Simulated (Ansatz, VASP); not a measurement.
## Two plane-wave programs on Pt

File INCAR:

```
  PREC = Accurate
  ENCUT = 520
  EDIFF = 1E-6
  ISMEAR = 0
  SIGMA = 0.15
  LREAL = False
  LASPH = True
  NELM = 60
  ALGO = Normal
  ISIF = 2
  LWAVE = False
  LCHARG = False
  GGA = CA
  NBANDS = 11
```

File KPOINTS:

```
regular mesh
0
Gamma
  22 22 22
```

The input POSCAR:

```
Pt
1.0
    0.0000000000      2.1578623472      1.4895723783
    2.1578623472      0.0000000000      1.4895723783
    2.1578623472      2.1578623472      0.0000000000
Pt
1
Direct
    0.0000000000      0.0000000000      0.0000000000
```

Input for Ansatz:

```yaml
crystal:
  lattice:
    - [0.0, 2.1578623472, 1.4895723783]
    - [2.1578623472, 0.0, 1.4895723783]
    - [2.1578623472, 2.1578623472, 0.0]
  atoms:
    - { symbol: Pt, position: [0.0, 0.0, 0.0] }
basis:
  ecutwfc: 420
kpoints:
  mp_grid: { grid: [22, 22, 22] }
hamiltonian:
  xc: lda
scf:
  occupations: { method: gaussian, width: 0.15 }
output:
  forces: true
  stress: true
  eigenvalues: true
```

Alike in both runs: task single point; functional LDA; k mesh 22 × 22 × 22; occupations gaussian, width 0.15 eV; no spin polarisation.

|  | VASP | Ansatz |
| --- | --- | --- |
| version | VASP 6.6.1 | Ansatz 0.2.0 |
| potentials or method | VASP PAW LDA potentials, release 64 (Pt), cutoff 520 eV | scalar-relativistic, plane waves, PAW |
| valence electrons in the cell | 10 | 18 |

VASP gave:

```
gap on the k mesh at the Fermi level (eV)                     : none
pressure (GPa)                                                : 27.2
traceless stress, the component that is largest in VASP (GPa) : -2.33
```

Question: Which values does Ansatz return?

Answer: gap on the k mesh at the Fermi level (eV): none; pressure (GPa): 26.1; traceless stress, the component that is largest in VASP (GPa): -2.36.

LDA's correlation is that of Perdew and Zunger in VASP and of Perdew and Wang (1992) in Ansatz. A gap of «none» marks a metal or a gap that the smearing closes. VASP's potentials hold 10 valence electrons a cell and Ansatz's 18, so a difference there can come from the potentials and not from the codes.

Spin-orbit coupling is off throughout.
